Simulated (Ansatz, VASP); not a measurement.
# One calculation of TaN, two programs

INCAR

```
PREC = Accurate
ENCUT = 700
EDIFF = 1E-7
ISMEAR = 0
SIGMA = 0.1
LREAL = False
LASPH = True
NELM = 120
ALGO = Normal
ISIF = 3
LWAVE = False
LCHARG = False
IBRION = 2
NSW = 100
EDIFFG = -0.05
GGA_COMPAT = False
NELMIN = 4
```

The input KPOINTS:

```
Automatic mesh
0
Gamma
  9 9 8
```

File POSCAR:

```
TaN
1.0
    2.9399421800      0.0000000000      0.0000000000
   -1.4699710900      2.5460646100      0.0000000000
    0.0000000000      0.0000000000      2.8901750800
Ta N
1 1
Direct
    0.0000000000      0.0000000000      0.5000000000
    0.6666666700      0.3333333300      0.0000000000
```

Input for Ansatz:

```yaml
crystal:
  lattice:
    - [2.93994218, 0.0, 0.0]
    - [-1.46997109, 2.54606461, 0.0]
    - [0.0, 0.0, 2.89017508]
  atoms:
    - { symbol: Ta, position: [0.0, 0.0, 0.5] }
    - { symbol: "N", position: [0.66666667, 0.33333333, 0.0] }
basis:
  ecutwfc: 420
kpoints:
  mp_grid: { grid: [9, 9, 8] }
hamiltonian:
  xc: lda
  pseudopotentials: { kind: paw, azcp: { folder: soft_1 } }
scf:
  occupations: { method: gaussian, width: 0.1 }
output:
  forces: true
  stress: true
  eigenvalues: true
relax:
  adjacent_minimum: "off"
  f_tol: 0.05
  max_steps: 80
  cell: { stress_tol: 0.5 }
```

Alike in both runs: task relaxation of cell and atoms; functional LDA; k mesh 9 × 9 × 8; occupations gaussian, width 0.1 eV; no spin polarisation.

```csv
,VASP,Ansatz
version,VASP 6.6.1,Ansatz 0.2.0
potentials or method,"VASP PAW LDA potentials, release 64 (Ta_sv_GW, N), cutoff 700 eV","scalar-relativistic, plane waves, PAW"
valence electrons in the cell,18,18
```

```tsv
	VASP	Ansatz	Ansatz less VASP
gap on the k mesh at the Fermi level, each at its own relaxed structure (eV)	none	none	-
relaxed volume (Å³/atom)	10.48	10.43	-0.043
relaxed length of the cell vector where the two differ most in proportion (Å)	2.911	2.906	-0.0044
```

Ansatz warns that its potentials were made for another functional, while VASP's fit it. LDA's correlation is that of Perdew and Zunger in VASP and of Perdew and Wang (1992) in Ansatz. A gap of «none» marks a metal or a gap that the smearing closes.

Neither program's run includes spin-orbit coupling.
